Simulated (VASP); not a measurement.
A run of VASP 6.6.1:

INCAR

```
SYSTEM = SnPb3Se4
PREC = Accurate ; ENCUT = 520
EDIFF = 1E-7 ; ISMEAR = 0
SIGMA = 0.1 ; LREAL = .FALSE.
LASPH = .TRUE. ; NELM = 100
ALGO = Normal ; ISIF = 2
LWAVE = .FALSE. ; LCHARG = .FALSE.
GGA = PE ; NBANDS = 50
```

Contents of KPOINTS:

```
regular mesh
0
G
  4 4 2
  0 0 0
```

File POSCAR:

```
SnPb3Se4
1.0
    4.3577988800      0.0000000000      0.0000000000
    0.0000000000      4.3577988800      0.0000000000
    0.0000000000      0.0000000000     12.3257165500
Sn Pb Se
1 3 4
Direct
    0.0000000000      0.0000000000      0.5000000000
    0.0000000000      0.0000000000      0.0000000000
    0.5000000000      0.5000000000      0.2500000000
    0.5000000000      0.5000000000      0.7500000000
    0.0000000000      0.0000000000      0.2500000000
    0.5000000000      0.5000000000      0.5000000000
    0.0000000000      0.0000000000      0.7500000000
    0.5000000000      0.5000000000      0.0000000000
```

Potentials or basis: VASP PAW PBE potentials, release 64 (Sn_d, Pb_d, Se).

Launch:

```console
$ cat potpaw_PBE.64/Sn_d/POTCAR potpaw_PBE.64/Pb_d/POTCAR potpaw_PBE.64/Se/POTCAR > POTCAR
$ mpirun -np 1 vasp_std > vasp.out
```

Hardware: 1 thread of Intel(R) Xeon(R) 6975P-C (Granite Rapids), with other jobs on the host.

**Question.** How long does it take, and how much memory?

**Answer.** Wall time 61 s on 1 thread of Intel(R) Xeon(R) 6975P-C (Granite Rapids) (shared host), peak memory 0.37 GiB. Counts: scf iterations 15, k points 12.
